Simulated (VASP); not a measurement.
# BN (P6_3/mmc) in VASP: further runs, part 2 of 2

VASP 6.6.1. The steps go on from the part before.

### Step 4. Single point, r2SCAN

This run uses another cell than the first one, of 8.96 Å³/atom, 1.072 times its volume.

File POSCAR:

```
BN
1.0
    2.4987227830      0.0000000000      0.0000000000
   -1.2493613915      2.1639574071      0.0000000000
    0.0000000000      0.0000000000      6.6294258914
B N
2 2
Direct
    0.3333333333      0.6666666667      0.2500000000
    0.6666666667      0.3333333333      0.7500000000
    0.3333333333      0.6666666667      0.7500000000
    0.6666666667      0.3333333333      0.2500000000
```

File INCAR.step1:

```
ALGO = Normal
EDIFF = 1E-4
ENCUT = 520
GGA = PE
ISMEAR = 0
LASPH = True
LCHARG = False
LREAL = False
LWAVE = True
NBANDS = 16
NELM = 80
PREC = Accurate
SIGMA = 0.02
```

File INCAR.step2:

```
ALGO = Normal
EDIFF = 1E-7
ENCUT = 520
ISIF = 2
ISMEAR = 0
ISTART = 1
LASPH = True
LCHARG = False
LMIXTAU = True
LREAL = False
LWAVE = False
METAGGA = R2SCAN
NBANDS = 16
NELM = 80
PREC = Accurate
SIGMA = 0.02
```

File KPOINTS:

```
k-points
0
Gamma
  12 12 4
```

Potentials or basis: VASP PAW PBE potentials, release 64 (B, N).

The run is started by

```console
$ cat potpaw_PBE.64/B/POTCAR potpaw_PBE.64/N/POTCAR > POTCAR
$ cp INCAR.step1 INCAR
$ mpirun -np 1 vasp_std > vasp.out
$ cp INCAR.step2 INCAR
$ mpirun -np 1 vasp_std > vasp.out
```

OUTCAR:

```text
EDIFF = 1E-7
   ENCUT = 520
   ISIF = 2
   ISMEAR = 0
   ISTART = 1
   LASPH = True
   LREAL = False
   METAGGA = R2SCAN
   NELM = 80
   PREC = Accurate

 ion  position               nearest neighbor table
   1  0.333  0.667  0.250-   4 1.44   4 1.44   4 1.44
   2  0.667  0.333  0.750-   3 1.44   3 1.44   3 1.44
   3  0.333  0.667  0.750-   2 1.44   2 1.44   2 1.44
   4  0.667  0.333  0.250-   1 1.44   1 1.44   1 1.44

  LATTYP: Found a hexagonal cell.
 ALAT       =     2.4987227830
 C/A-ratio  =     2.6531258035
[... 648 lines left out ...]
     15      19.9588      0.00000
     16      21.9393      0.00000

 [... further k-points ...]
[... 5 lines left out ...]
  --------------------------------------------------------------------------------------
  -------------------------------------------------------------------------------------
  Total        0.3870896      0.3870896      0.1610068      0.0000000     -0.0000000      0.0000000
  in kB       17.3013263     17.3013263      7.1963456      0.0000000     -0.0000000      0.0000000
  external PRESSURE =      13.9329994 kB  Pullay stress =       0.0000000 kB

 VOLUME and BASIS-vectors are now :
 -----------------------------------------------------------------------------
  energy-cutoff  :      520.00
  volume of cell :       35.85
      direct lattice vectors                 reciprocal lattice vectors
     2.498722783  0.000000000  0.000000000     0.400204459  0.231058152  0.000000000
    -1.249361391  2.163957407  0.000000000     0.000000000  0.462116304  0.000000000
     0.000000000  0.000000000  6.629425891     0.000000000  0.000000000  0.150842624

 POSITION                                       TOTAL-FORCE (eV/Angst)
 -----------------------------------------------------------------------------------
     -0.00000      1.44264      1.65736        -0.000000     -0.000000      0.000000
      1.24936      0.72132      4.97207         0.000000      0.000000      0.000000
     -0.00000      1.44264      4.97207         0.000000     -0.000000      0.000000
      1.24936      0.72132      1.65736        -0.000000      0.000000     -0.000000
 -----------------------------------------------------------------------------------
    total drift:                               -0.000000      0.000000      0.000000

  FREE ENERGIE OF THE ION-ELECTRON SYSTEM (eV)
  ---------------------------------------------------
  free  energy   TOTEN  =       -38.5915686077 eV

  energy  without entropy=      -38.5915686077  energy(sigma->0) =      -38.59156861
```

It took 57 s on 1 thread of Intel Xeon 6975P-C (Granite Rapids), shared host; peak memory 0.17 GiB.

Results:

- Free energy: -38.5916 eV
- Pressure: 1.4 GPa
- Band gap on the k mesh: 4.88 eV, indirect (least direct gap 5.32 eV)

Levels at points of the mesh, in eV from the valence-band top:
```tsv
k point	band 6	band 7	band 8	band 9	band 10	band 11
(0.00, 0.00, 0.00)	-1.34	-1.31	-1.31	5.65	11.13	12.35
(0.50, 0.00, 0.00)	-4.23	-1.45	-0.43	4.88	6.36	10.27
(0.00, 0.00, 0.50)	-1.32	-1.32	-1.32	8.16	8.16	12.42
(0.50, 0.00, 0.50)	-4.26	-0.92	-0.92	5.36	5.36	10.71
```

Caveat: the PAW data sets were made with another functional, which shifts forces and pressure a little.

### Step 5. Single point, r2SCAN

This run uses another cell than the first one, of 8.96 Å³/atom, 1.072 times its volume.

POSCAR is that of step 4.

File INCAR.step1:

```
SYSTEM = BN
PREC = Accurate
ENCUT = 520
ISMEAR = 0
SIGMA = 0.02
LREAL = .False.
LASPH = .True.
NELM = 100
NBANDS = 16
GGA = PE
ALGO = Normal
EDIFF = 1E-4
LWAVE = .True.
LCHARG = .False.
```

File INCAR.step2:

```
SYSTEM = BN
PREC = Accurate
ENCUT = 520
EDIFF = 1E-7
ISMEAR = 0
SIGMA = 0.02
LREAL = .False.
LASPH = .True.
NELM = 100
ALGO = Normal
ISIF = 2
LWAVE = .False.
LCHARG = .False.
METAGGA = R2SCAN
LMIXTAU = .True.
NBANDS = 16
ISTART = 1
```

File KPOINTS:

```
Automatic mesh
0
Gamma
  12 12 4
  0 0 0
```

The run is started by

```console
$ cat potpaw_PBE.64/B/POTCAR potpaw_PBE.64/N/POTCAR > POTCAR
$ cp INCAR.step1 INCAR
$ mpirun -np 1 vasp_std > vasp.out
$ cp INCAR.step2 INCAR
$ mpirun -np 1 vasp_std > vasp.out
```

It took 56 s on 1 thread of Intel Xeon 6975P-C (Granite Rapids), shared host; peak memory 0.16 GiB.

The run converged. Its results:

```
Free energy            : -38.5916 eV
Pressure               : 1.4 GPa
Band gap on the k mesh : 4.88 eV, indirect (least direct gap 5.32 eV)
```

Stress tensor (GPa, compression positive):
```
1.73 0.00 0.00
0.00 1.73 0.00
0.00 0.00 0.72
```

Levels at points of the mesh, in eV from the valence-band top:
```tsv
k point	band 4	band 5	band 6	band 7	band 8	band 9	band 10	band 11	band 12	band 13
(0.00, 0.00, 0.00)	-4.21	-1.34	-1.34	-1.31	-1.31	5.65	11.13	12.35	12.35	12.48
(0.50, 0.00, 0.00)	-9.21	-4.30	-4.23	-1.45	-0.43	4.88	6.36	10.27	10.73	13.34
(0.00, 0.00, 0.50)	-5.44	-1.32	-1.32	-1.32	-1.32	8.16	8.16	12.42	12.42	12.42
(0.50, 0.00, 0.50)	-9.26	-4.26	-4.26	-0.92	-0.92	5.36	5.36	10.71	10.71	14.37
```

Caveat: the PAW data sets were made with another functional, which shifts forces and pressure a little. r2SCAN opens gaps a little over a GGA but as a rule still falls short of measured ones.
